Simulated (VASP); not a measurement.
# CdS (I-4m2) in VASP: a series of runs, part 2 of 3

VASP 6.6.1. Earlier steps stand in the parts before.

### 3 Single point, r2SCAN (uniaxial z strain +2.0%)

Contents of POSCAR:

```
CdS
1.0
    0.0000000000      2.9392148430      2.9979991399
    2.9392148430      0.0000000000      2.9979991399
    2.9392148430      2.9392148430      0.0000000000
Cd S
1 1
Direct
    0.0000000000      0.0000000000      0.0000000000
    0.2500000000      0.2500000000      0.2500000000
```

Contents of INCAR.step1:

```
ALGO = Normal
EDIFF = 1E-4
ENCUT = 520
GGA = PE
ISMEAR = 0
LASPH = T
LCHARG = F
LREAL = F
LWAVE = T
NBANDS = 16
NELM = 100
PREC = Accurate
SIGMA = 0.01
```

Contents of INCAR.step2:

```
ALGO = Normal
EDIFF = 1E-7
ENCUT = 520
ISIF = 2
ISMEAR = 0
ISTART = 1
LASPH = T
LCHARG = F
LMIXTAU = T
LREAL = F
LWAVE = F
METAGGA = R2SCAN
NBANDS = 16
NELM = 100
PREC = Accurate
SIGMA = 0.01
```

Contents of KPOINTS:

```
k-points
0
Gamma
  8 8 8
```

Potentials or basis: VASP PAW PBE potentials, release 64 (Cd, S).

The run is started by

```bash
cat potpaw_PBE.64/Cd/POTCAR potpaw_PBE.64/S/POTCAR > POTCAR
cp INCAR.step1 INCAR
mpirun -np 1 vasp_std > vasp.out
cp INCAR.step2 INCAR
mpirun -np 1 vasp_std > vasp.out
```

OUTCAR:

```text
EDIFF = 1E-7
   ENCUT = 520
   ISIF = 2
   ISMEAR = 0
   ISTART = 1
   LASPH = T
   LREAL = F
   METAGGA = R2SCAN
   NELM = 100
   PREC = Accurate

 ion  position               nearest neighbor table
   1  0.000  0.000  0.000-   2 2.56   2 2.56   2 2.56   2 2.56
   2  0.250  0.250  0.250-   1 2.56   1 2.56   1 2.56   1 2.56

  LATTYP: Found a body centered tetragonal cell.
 ALAT       =     4.1566774937
 C/A-ratio  =     1.4424978336

  Lattice vectors:

 A1 = (  -2.9392148430,   0.0000000000,   2.9979991399)
 A2 = (   2.9392148430,   0.0000000000,   2.9979991399)
 A3 = (   0.0000000000,   2.9392148430,  -2.9979991399)

Analysis of symmetry for initial positions (statically):
=====================================================================
 Subroutine PRICEL returns:
 Original cell was already a primitive cell.

 Routine SETGRP: Setting up the symmetry group for a
 body centered tetragonal supercell.

 Subroutine GETGRP returns: Found  8 space group operations
 (whereof  8 operations were pure point group operations)
 out of a pool of 16 trial point group operations.

The static configuration has the point symmetry D_2d.

Analysis of symmetry for dynamics (positions and initial velocities):
=====================================================================
 Subroutine PRICEL returns:
 Original cell was already a primitive cell.

 Routine SETGRP: Setting up the symmetry group for a
 body centered tetragonal supercell.

 Subroutine GETGRP returns: Found  8 space group operations
 (whereof  8 operations were pure point group operations)
 out of a pool of 16 trial point group operations.

The dynamic configuration has the point symmetry D_2d.

 Subroutine INISYM returns: Found  8 space group operations
 (whereof  8 operations are pure point group operations),
 and found     1 'primitive' translations

----------------------------------------------------------------------------------------

                                     Primitive cell

  volume of cell :      51.7993

  direct lattice vectors                    reciprocal lattice vectors
     0.000000000  2.939214843  2.997999140    -0.170113458  0.170113458  0.166777900
     2.939214843  0.000000000  2.997999140     0.170113458 -0.170113458  0.166777900
     2.939214843  2.939214843  0.000000000     0.170113458  0.170113458 -0.166777900

  length of vectors
     4.198450040  4.198450040  4.156677494     0.292732036  0.292732036  0.292732036

  position of ions in fractional coordinates (direct lattice)
     0.000000000  0.000000000  0.000000000
     0.250000000  0.250000000  0.250000000

  ion indices of the primitive-cell ions
   primitive index   ion index
                 1           1
                 2           2

----------------------------------------------------------------------------------------

 KPOINTS: k-points

Automatic generation of k-mesh.
 Grid dimensions read from file:
 generate k-points for:    8    8    8

 Generating k-lattice:

  Cartesian coordinates                     Fractional coordinates (reciprocal lattice)
    -0.021264182  0.021264182  0.020847237     0.125000000  0.000000000  0.000000000
     0.021264182 -0.021264182  0.020847237     0.000000000  0.125000000  0.000000000
     0.021264182  0.021264182 -0.020847237    -0.000000000 -0.000000000  0.125000000

  Length of vectors
     0.036591504  0.036591504  0.036591504

  Shift w.r.t. Gamma in fractional coordinates (k-lattice)
     0.000000000  0.000000000  0.000000000

 Subroutine IBZKPT returns following result:
 ===========================================

 Found     59 irreducible k-points:

 Following reciprocal coordinates:
            Coordinates               Weight
  0.000000  0.000000  0.000000      1.000000
  0.125000  0.000000  0.000000      8.000000
  0.250000  0.000000  0.000000      8.000000
  0.375000  0.000000  0.000000      8.000000
  0.500000  0.000000  0.000000      4.000000
  0.125000  0.125000  0.000000      2.000000
[... 16 lines left out ...]
  0.250000  0.000000  0.125000     16.000000
  0.375000  0.000000  0.125000     16.000000
 [... further k-points ...]
   k-points           NKPTS =     59   k-points in BZ     NKDIM =     59   number of bands    NBANDS=     16
   number of dos      NEDOS =    301   number of ions     NIONS =      2
   total plane-waves  NPLWV =  32768
   dimension x,y,z NGX =    32 NGY =   32 NGZ =   32
   dimension x,y,z NGXF=    64 NGYF=   64 NGZF=   64
   ions per type =               1   1
   NGX,Y,Z   is equivalent  to a cutoff of  12.67, 12.67, 12.80 a.u.
   NGXF,Y,Z  is equivalent  to a cutoff of  25.34, 25.34, 25.60 a.u.
 SYSTEM =  unknown system
   PREC   = accura    normal or accurate (medium, high low for compatibility)
   ISTART =      1    job   : 0-new  1-cont  2-samecut
   ICHARG =      0    charge: 1-file 2-atom 10-const
   ISPIN  =      1    spin polarized calculation?
   LNONCOLLINEAR =      F non collinear calculations
   LSORBIT =      F    spin-orbit coupling
   LASPH  =      T    aspherical Exc in radial PAW
   ENCUT  =  520.0 eV  38.22 Ry    6.18 a.u.   7.81  7.81  7.73*2*pi/ulx,y,z
   NELM   =    100;   NELMIN=  2; NELMDL=  0     # of ELM steps
   EDIFF  = 0.1E-06   stopping-criterion for ELM
   LREAL  =      F    real-space projection
   EDIFFG = 0.1E-05   stopping-criterion for IOM
   NSW    =      0    number of steps for IOM
   IBRION =     -1    ionic relax: 0-MD 1-quasi-New 2-CG
   NFREE  =      0    steps in history (QN), initial steepest desc. (CG)
   ISIF   =      2    stress and relaxation
   ISYM   =      2    0-nonsym 1-usesym 2-fastsym
   POTIM  = 0.5000    time-step for ionic-motion
   TEBEG  =    0.0;   TEEND  =   0.0 temperature during run
   PSTRESS=    0.0 pullay stress
   NELECT =      18.0000    total number of electrons
   NUPDOWN=      -1.0000    fix difference up-down
   EMIN   =  10.00;   EMAX   =-10.00  energy-range for DOS
   EFERMI =   0.00;   METHOD = LEGACY
   ISMEAR =     0;   SIGMA  =   0.01  broadening in eV -4-tet -1-fermi 0-gaus
   EFERMI_NEDOS =   21; number of points for ismear=-14 and -15
   IALGO  =     38    algorithm
   IMIX   =      4    mixing-type and parameters
     AMIX     =   0.40;   BMIX     =  1.00
     AMIX_MAG =   1.60;   BMIX_MAG =  1.00
  volume/ion in A,a.u.               =      25.90       174.78
  Fermi-wavevector in a.u.,A,eV,Ry     =   1.150953  2.174986 18.023542  1.324693
  Thomas-Fermi vector in A             =   2.287614
   LORBIT       =      0    0 simple, 1 ext, 2 COOP (PROOUT), +10 PAW based schemes
   METAGGA = R2SCAN    functional components
   LHFCALC =     F    Hartree Fock is set to
   AEXX    =    0.0000 exact exchange contribution
   IVDW    =     0    specifies the selected vdW correction
   LEPSILON=     F    determine dielectric tensor
   LRPA    =     F    only Hartree local field effects (RPA)
 non-spin polarized calculation
 Gauss-broadening in eV      SIGMA  =   0.01
  energy-cutoff  :      520.00
  volume of cell :       51.80
 maximum number of plane-waves:      1415
   NGX = 15   NGY = 15   NGZ = 15

 number of electron      18.0000001 magnetization

 Free energy of the ion-electron system (eV)
  ---------------------------------------------------
  ext. energy  EPLUGINS =         0.00000000
  ---------------------------------------------------
  free energy    TOTEN  =       -29.68328119 eV

  energy without entropy =      -29.68328119  energy(sigma->0) =      -29.68328119

 E-fermi :   0.7937     XC(G=0):  -9.5223

 val. band max:        0.7086867216   @ k =   0.0000   0.0000   0.0000
 cond. band min:       2.1792935730   @ k =   0.0000   0.0000   0.0000
 fundamental gap:      1.4706068514
 Fermi energy:         0.7936733753

 k-point     1 :       0.0000    0.0000    0.0000
  band No.  band energies     occupation
      1     -11.9226      2.00000
      2      -7.1406      2.00000
      3      -7.1286      2.00000
      4      -7.1286      2.00000
      5      -6.6828      2.00000
      6      -6.6776      2.00000
[... 8 lines left out ...]
     15      12.5139      0.00000
     16      12.7706      0.00000
[... 419 lines left out ...]
 k-point    24 :       0.3750    0.0000    0.1250
  band No.  band energies     occupation
      1     -11.5977      2.00000
      2      -7.0247      2.00000
      3      -7.0015      2.00000
      4      -6.7469      2.00000
      5      -6.6446      2.00000
      6      -6.5860      2.00000
[... 8 lines left out ...]
     15      13.1056      0.00000
     16      13.2989      0.00000

 [... further k-points ...]

------------------------ aborting loop because EDIFF is reached ----------------------------------------

  FORCE on cell =-STRESS in cart. coord.  units (eV):
  Direction    XX          YY          ZZ          XY          YZ          ZX
  --------------------------------------------------------------------------------------
  -------------------------------------------------------------------------------------
  Total       -0.2465469     -0.2465469     -0.3773366      0.0000000     -0.0000000     -0.0000000
  in kB       -7.6258103     -7.6258103    -11.6711949      0.0000000     -0.0000000     -0.0000000
  external PRESSURE =      -8.9742718 kB  Pullay stress =       0.0000000 kB

 VOLUME and BASIS-vectors are now :
 -----------------------------------------------------------------------------
  energy-cutoff  :      520.00
  volume of cell :       51.80
      direct lattice vectors                 reciprocal lattice vectors
     0.000000000  2.939214843  2.997999140    -0.170113458  0.170113458  0.166777900
     2.939214843  0.000000000  2.997999140     0.170113458 -0.170113458  0.166777900
     2.939214843  2.939214843  0.000000000     0.170113458  0.170113458 -0.166777900

 POSITION                                       TOTAL-FORCE (eV/Angst)
 -----------------------------------------------------------------------------------
      0.00000      0.00000      0.00000        -0.000000     -0.000000     -0.000000
      1.46961      1.46961      1.49900         0.000000      0.000000      0.000000
 -----------------------------------------------------------------------------------
    total drift:                               -0.000002     -0.000002     -0.000006

  FREE ENERGIE OF THE ION-ELECTRON SYSTEM (eV)
  ---------------------------------------------------
  free  energy   TOTEN  =       -29.6832811906 eV

  energy  without entropy=      -29.6832811906  energy(sigma->0) =      -29.68328119
```

Run time: 6.1 min. Hardware: 1 thread of AMD EPYC 7R13 (Zen 3), shared host; peak memory 0.18 GiB.

What came out:

```
Free energy            : -29.6833 eV
Pressure               : -0.9 GPa
Band gap on the k mesh : 1.47 eV
```

Levels at points of the mesh, in eV from the valence-band top:
```csv
k point,band 6,band 7,band 8,band 9,band 10,band 11,band 12,band 13
"(0.00, 0.00, 0.00)",-7.39,-0.06,0.00,0.00,1.47,7.06,7.06,7.06
"(0.50, 0.00, 0.00)",-7.04,-4.22,-0.77,-0.69,3.38,7.38,7.53,7.74
"(0.50, 0.50, 0.00)",-7.00,-3.88,-1.74,-1.74,3.94,4.79,9.44,11.29
"(0.50, 0.00, 0.50)",-6.96,-3.77,-1.84,-1.80,3.86,4.62,9.64,11.11
```

Caveat: the cell differs from its parent crystal (uniaxial z strain +2.0%); the PAW data sets were made with another functional, which shifts forces and pressure a little.

### 4 Single point, r2SCAN (uniaxial z strain +3.0%)

Contents of POSCAR:

```
CdS
1.0
    0.0000000000      2.9392148430      3.0273912883
    2.9392148430      0.0000000000      3.0273912883
    2.9392148430      2.9392148430      0.0000000000
Cd S
1 1
Direct
    0.0000000000      0.0000000000      0.0000000000
    0.2500000000      0.2500000000      0.2500000000
```

Contents of INCAR.step1:

```
PREC = Accurate
ENCUT = 520
ISMEAR = 0
SIGMA = 0.01
LREAL = False
LASPH = True
NELM = 60
NBANDS = 16
GGA = PE
ALGO = Normal
EDIFF = 1E-4
LWAVE = True
LCHARG = False
```

Contents of INCAR.step2:

```
PREC = Accurate
ENCUT = 520
EDIFF = 1E-7
ISMEAR = 0
SIGMA = 0.01
LREAL = False
LASPH = True
NELM = 60
ALGO = Normal
ISIF = 2
LWAVE = False
LCHARG = False
METAGGA = R2SCAN
LMIXTAU = True
NBANDS = 16
ISTART = 1
```

Contents of KPOINTS:

```
Automatic mesh
0
Gamma
  8 8 8
```

The run is started by

```bash
cat potpaw_PBE.64/Cd/POTCAR potpaw_PBE.64/S/POTCAR > POTCAR
cp INCAR.step1 INCAR
mpirun -np 1 vasp_std > vasp.out
cp INCAR.step2 INCAR
mpirun -np 1 vasp_std > vasp.out
```

It used 270 s of CPU time on 1 thread of AMD EPYC 7R13 Processor (Zen 3), on a shared host.

Results (log left out):

```yaml
Free_energy: -29.6785 eV
Pressure: -1.4 GPa
Band_gap_on_the_k_mesh: 1.44 eV
```

Stress tensor (GPa, compression positive):
```
-1.24  0.00  0.00
 0.00 -1.24  0.00
 0.00  0.00 -1.87
```

Levels at points of the mesh, in eV from the valence-band top:
```csv
k point,band 5,band 6,band 7,band 8,band 9,band 10,band 11,band 12,band 13,band 14
"(0.00, 0.00, 0.00)",-7.39,-7.38,-0.09,0.00,0.00,1.44,7.05,7.05,7.06,11.54
"(0.50, 0.00, 0.00)",-7.34,-7.04,-4.17,-0.78,-0.66,3.35,7.34,7.56,7.71,11.34
"(0.50, 0.50, 0.00)",-7.31,-7.02,-3.88,-1.69,-1.69,3.97,4.82,9.32,11.24,11.24
"(0.50, 0.00, 0.50)",-7.31,-6.96,-3.71,-1.83,-1.78,3.86,4.57,9.61,10.97,11.32
```

Caveat: the cell differs from its parent crystal (uniaxial z strain +3.0%); the PAW data sets were made with another functional, which shifts forces and pressure a little.

[end of part 2 of 3]
